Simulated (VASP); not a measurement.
# BaMg6Ti (P-6m2) in VASP: a series of runs, part 2 of 2

VASP 6.6.1. The steps go on from the part before.

### 3 Single point, PBE

This run uses another cell than the first one, of 26.08 Å³/atom.

The input, INCAR:

```
SYSTEM = BaMg6Ti
PREC = Accurate
ENCUT = 520
EDIFF = 1E-7
ISMEAR = -1
SIGMA = 0.05
LREAL = .False.
LASPH = .True.
NELM = 100
ALGO = Normal
ISIF = 2
LWAVE = .False.
LCHARG = .True.
GGA = PE
LELF = .True.
LVHAR = .True.
NBANDS = 27
```

The input, KPOINTS:

```
Automatic mesh
0
Gamma
  5 5 5
  0 0 0
```

The input, POSCAR:

```
BaMg6Ti
1.0
    6.7274203334      0.0000000000      0.0000000000
   -3.3637101666      5.8261169106      0.0000000000
    0.0000000000      0.0000000000      5.3228175504
Ba Ti Mg
1 1 6
Direct
    0.0000000000      0.0000000000      0.0000000000
    0.6666666667      0.3333333333      0.5000000000
    0.5140310000      0.4859690000      0.0000000000
    0.9719380000      0.4859690000      0.0000000000
    0.5140310000      0.0280620000      0.0000000000
    0.1770245000      0.8229755000      0.5000000000
    0.6459510000      0.8229755000      0.5000000000
    0.1770245000      0.3540490000      0.5000000000
```

Potentials or basis: VASP PAW PBE potentials, release 64 (Ba_sv, Ti_sv, Mg).

Run with:

```
$ cat potpaw_PBE.64/Ba_sv/POTCAR potpaw_PBE.64/Ti_sv/POTCAR potpaw_PBE.64/Mg/POTCAR > POTCAR
$ mpirun -np 1 vasp_std > vasp.out
```

OUTCAR:

```text
SYSTEM = BaMg6Ti
   PREC = Accurate
   ENCUT = 520
   EDIFF = 1E-7
   ISMEAR = -1
   LREAL = .False.
   LASPH = .True.
   NELM = 100
   ISIF = 2
   GGA = PE

 ion  position               nearest neighbor table
   1  0.000  0.000  0.000-   8 3.37   8 3.37   6 3.37   6 3.37   7 3.37   7 3.37   4 3.37   4 3.37
                             3 3.37   5 3.37   3 3.37   5 3.37
   2  0.667  0.333  0.500-   5 3.20   5 3.20   4 3.20   4 3.20   3 3.20   3 3.20
   3  0.514  0.486  0.000-   5 3.08   4 3.08   2 3.20   2 3.20   7 3.32   7 3.32   8 3.32   8 3.32
                             1 3.37   1 3.37   5 3.65   4 3.65
   4  0.972  0.486  0.000-   5 3.08   3 3.08   2 3.20   2 3.20   6 3.32   6 3.32   8 3.32   8 3.32
                             1 3.37   1 3.37   5 3.65   3 3.65
   5  0.514  0.028  0.000-   3 3.08   4 3.08   2 3.20   2 3.20   7 3.32   7 3.32   6 3.32   6 3.32
                             1 3.37   1 3.37   3 3.65   4 3.65
   6  0.177  0.823  0.500-   8 3.15   7 3.15   4 3.32   4 3.32   5 3.32   5 3.32   1 3.37   1 3.37
                             8 3.57   7 3.57
   7  0.646  0.823  0.500-   8 3.15   6 3.15   3 3.32   3 3.32   5 3.32   5 3.32   1 3.37   1 3.37
                             8 3.57   6 3.57
   8  0.177  0.354  0.500-   6 3.15   7 3.15   4 3.32   4 3.32   3 3.32   3 3.32   1 3.37   1 3.37
                             6 3.57   7 3.57

  LATTYP: Found a hexagonal cell.
 ALAT       =     6.7274203334
 C/A-ratio  =     0.7912122755

  Lattice vectors:

 A1 = (   6.7274203334,   0.0000000000,   0.0000000000)
 A2 = (  -3.3637101666,   5.8261169106,   0.0000000000)
 A3 = (   0.0000000000,   0.0000000000,   5.3228175504)

Analysis of symmetry for initial positions (statically):
=====================================================================
 Subroutine PRICEL returns:
 Original cell was already a primitive cell.

 Routine SETGRP: Setting up the symmetry group for a
 hexagonal supercell.

 Subroutine GETGRP returns: Found 12 space group operations
 (whereof 12 operations were pure point group operations)
 out of a pool of 24 trial point group operations.

The static configuration has the point symmetry D_3h.

Analysis of symmetry for dynamics (positions and initial velocities):
=====================================================================
 Subroutine PRICEL returns:
 Original cell was already a primitive cell.

 Routine SETGRP: Setting up the symmetry group for a
 hexagonal supercell.

 Subroutine GETGRP returns: Found 12 space group operations
 (whereof 12 operations were pure point group operations)
 out of a pool of 24 trial point group operations.

The dynamic configuration has the point symmetry D_3h.

 Subroutine INISYM returns: Found 12 space group operations
 (whereof 12 operations are pure point group operations),
 and found     1 'primitive' translations

----------------------------------------------------------------------------------------

                                     Primitive cell

  volume of cell :     208.6264

  direct lattice vectors                    reciprocal lattice vectors
     6.727420333  0.000000000  0.000000000     0.148645387  0.085820454  0.000000000
    -3.363710167  5.826116911  0.000000000     0.000000000  0.171640909  0.000000000
     0.000000000  0.000000000  5.322817550     0.000000000  0.000000000  0.187870426

  length of vectors
     6.727420333  6.727420333  5.322817550     0.171640909  0.171640909  0.187870426

  position of ions in fractional coordinates (direct lattice)
[... 64 lines left out ...]
   number of dos      NEDOS =    301   number of ions     NIONS =      8
   total plane-waves  NPLWV = 100000
   dimension x,y,z NGX =    50 NGY =   50 NGZ =   40
   dimension x,y,z NGXF=   100 NGYF=  100 NGZF=   80
   ions per type =               1   1   6
   NGX,Y,Z   is equivalent  to a cutoff of  12.36, 12.36, 12.49 a.u.
   NGXF,Y,Z  is equivalent  to a cutoff of  24.71, 24.71, 24.99 a.u.
 SYSTEM =  BaMg6Ti
   PREC   = accura    normal or accurate (medium, high low for compatibility)
   ISTART =      0    job   : 0-new  1-cont  2-samecut
   ICHARG =      2    charge: 1-file 2-atom 10-const
   ISPIN  =      1    spin polarized calculation?
   LNONCOLLINEAR =      F non collinear calculations
   LSORBIT =      F    spin-orbit coupling
   LASPH  =      T    aspherical Exc in radial PAW
   ENCUT  =  520.0 eV  38.22 Ry    6.18 a.u.  12.51 12.51  9.90*2*pi/ulx,y,z
   NELM   =    100;   NELMIN=  2; NELMDL= -5     # of ELM steps
   EDIFF  = 0.1E-06   stopping-criterion for ELM
   LREAL  =      F    real-space projection
   EDIFFG = 0.1E-05   stopping-criterion for IOM
   NSW    =      0    number of steps for IOM
   IBRION =     -1    ionic relax: 0-MD 1-quasi-New 2-CG
   NFREE  =      0    steps in history (QN), initial steepest desc. (CG)
   ISIF   =      2    stress and relaxation
   ISYM   =      2    0-nonsym 1-usesym 2-fastsym
   POTIM  = 0.5000    time-step for ionic-motion
   TEBEG  =    0.0;   TEEND  =   0.0 temperature during run
   PSTRESS=    0.0 pullay stress
   NELECT =      34.0000    total number of electrons
   NUPDOWN=      -1.0000    fix difference up-down
   EMIN   =  10.00;   EMAX   =-10.00  energy-range for DOS
   EFERMI =   0.00;   METHOD = LEGACY
   ISMEAR =    -1;   SIGMA  =   0.05  broadening in eV -4-tet -1-fermi 0-gaus
   EFERMI_NEDOS =   21; number of points for ismear=-14 and -15
   IALGO  =     38    algorithm
   IMIX   =      4    mixing-type and parameters
     AMIX     =   0.40;   BMIX     =  1.00
     AMIX_MAG =   1.60;   BMIX_MAG =  1.00
  volume/ion in A,a.u.               =      26.08       175.99
  Fermi-wavevector in a.u.,A,eV,Ry     =   0.894221  1.689832 10.879634  0.799631
  Thomas-Fermi vector in A             =   2.016398
   LORBIT       =      0    0 simple, 1 ext, 2 COOP (PROOUT), +10 PAW based schemes
   GGA     = PE    functional components
   LHFCALC =     F    Hartree Fock is set to
   AEXX    =    0.0000 exact exchange contribution
   IVDW    =     0    specifies the selected vdW correction
   LEPSILON=     F    determine dielectric tensor
   LRPA    =     F    only Hartree local field effects (RPA)
 non-spin polarized calculation
  energy-cutoff  :      520.00
  volume of cell :      208.63
 maximum number of plane-waves:      5654
 NGX is ok and might be reduce to    50
   NGX = 25   NGY = 25   NGZ = 19

 number of electron      34.0000001 magnetization

 Free energy of the ion-electron system (eV)
  ---------------------------------------------------
  ext. energy  EPLUGINS =         0.00000000
  ---------------------------------------------------
  free energy    TOTEN  =       -17.19710551 eV

  energy without entropy =      -17.12480841  energy(sigma->0) =      -17.16095696

 E-fermi :   2.6987     XC(G=0):  -8.6612

 val. band max:        2.6787198937   @ k =   0.2000   0.0000   0.0000
 cond. band min:       2.7009098123   @ k =   0.2000   0.2000   0.0000
 fundamental gap:      0.0221899186
 Fermi energy:         2.6987408427

 k-point     1 :       0.0000    0.0000    0.0000
  band No.  band energies     occupation
      1     -54.6223      2.00000
      2     -30.8953      2.00000
      3     -30.8438      2.00000
      4     -30.8438      2.00000
      5     -25.0265      2.00000
      6     -10.4723      2.00000
[... 439 lines left out ...]
     26       5.7076      0.00000
     27       5.7574      0.00000

------------------------ aborting loop because EDIFF is reached ----------------------------------------

  FORCE on cell =-STRESS in cart. coord.  units (eV):
  Direction    XX          YY          ZZ          XY          YZ          ZX
  --------------------------------------------------------------------------------------
  -------------------------------------------------------------------------------------
  Total       -0.6454178     -0.6454178     -1.9190294     -0.0000000      0.0000000      0.0000000
  in kB       -4.9565804     -4.9565804    -14.7374681     -0.0000000      0.0000000      0.0000000
  external PRESSURE =      -8.2168763 kB  Pullay stress =       0.0000000 kB

 VOLUME and BASIS-vectors are now :
 -----------------------------------------------------------------------------
  energy-cutoff  :      520.00
  volume of cell :      208.63
      direct lattice vectors                 reciprocal lattice vectors
     6.727420333  0.000000000  0.000000000     0.148645387  0.085820454  0.000000000
    -3.363710167  5.826116911  0.000000000     0.000000000  0.171640909  0.000000000
     0.000000000  0.000000000  5.322817550     0.000000000  0.000000000  0.187870426

 POSITION                                       TOTAL-FORCE (eV/Angst)
 -----------------------------------------------------------------------------------
      0.00000      0.00000      0.00000         0.000000     -0.000000      0.000000
      3.36371      1.94204      2.66141         0.000000     -0.000000      0.000000
      1.82344      2.83131      0.00000        -0.103712      0.059878     -0.000000
      4.90398      2.83131      0.00000         0.103712      0.059878     -0.000000
      3.36371      0.16349      0.00000        -0.000000     -0.119756     -0.000000
     -1.57733      4.79475      2.66141         0.016856     -0.009732      0.000000
      1.57733      4.79475      2.66141        -0.016856     -0.009732      0.000000
      0.00000      2.06273      2.66141         0.000000      0.019464      0.000000
 -----------------------------------------------------------------------------------
    total drift:                               -0.000001      0.000000      0.000000

  FREE ENERGIE OF THE ION-ELECTRON SYSTEM (eV)
  ---------------------------------------------------
  free  energy   TOTEN  =       -17.1971055138 eV

  energy  without entropy=      -17.1248084065  energy(sigma->0) =      -17.16095696
```

Wall time 3.1 min (1 thread of AMD EPYC 7R13, shared host); peak memory 0.34 GiB.

Results:

```
Free energy            : -17.1971 eV
Pressure               : -0.8 GPa
Largest force          : 0.120 eV/Å
Band gap on the k mesh : zero (bands 17 and 18 overlap by 0.18 eV)
```

Forces on the atoms (eV/Å):
```
Ba   0.000  0.000  0.000
Ti   0.000  0.000  0.000
Mg  -0.104  0.060  0.000
Mg   0.104  0.060  0.000
Mg   0.000 -0.120  0.000
Mg   0.017 -0.010  0.000
Mg  -0.017 -0.010  0.000
Mg   0.000  0.019  0.000
```

Caveat: spin-orbit coupling is left out, which moves the levels of the heavy elements.
